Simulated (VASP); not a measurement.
Input of a VASP 6.6.1 run:

Contents of INCAR:

```
ALGO = Normal
EDIFF = 1E-6
ENCUT = 600
GGA = PE
GGA_COMPAT = False
ISIF = 2
ISMEAR = 0
LASPH = True
LCHARG = False
LREAL = False
LWAVE = False
NBANDS = 15
NELM = 120
PREC = Accurate
SIGMA = 0.21
```

Contents of KPOINTS:

```
k-points
0
Gamma
  6 6 4
```

Contents of POSCAR:

```
Os
1.0
    2.7461342319      0.0000000000      0.0000000000
   -1.3730671160      2.3782220070      0.0000000000
    0.0000000000      0.0000000000      4.3263142200
Os
2
Direct
    0.3333333333      0.6666666667      0.2500000000
    0.6666666667      0.3333333333      0.7500000000
```

Potentials or basis: VASP PAW PBE potentials, release 64 (Os).

Launch:

```sh
$ cat potpaw_PBE.64/Os/POTCAR > POTCAR
$ mpirun -np 1 vasp_std > vasp.out
```

Task: What does it give for the pressure?

Result: 5.2 GPa.

Task: Predict the band gap on the k mesh.

Result: Zero (bands 8 and 9 overlap by 3.54 eV).

Stress tensor (GPa, compression positive):
```
6.52 0.00 0.00
0.00 6.52 0.00
0.00 0.00 2.53
```

Caveat: the k points lie up to 0.44 Å⁻¹ apart, too coarse for converged energies and pressures of a metal; spin-orbit coupling is left out, which moves the levels of the heavy elements.
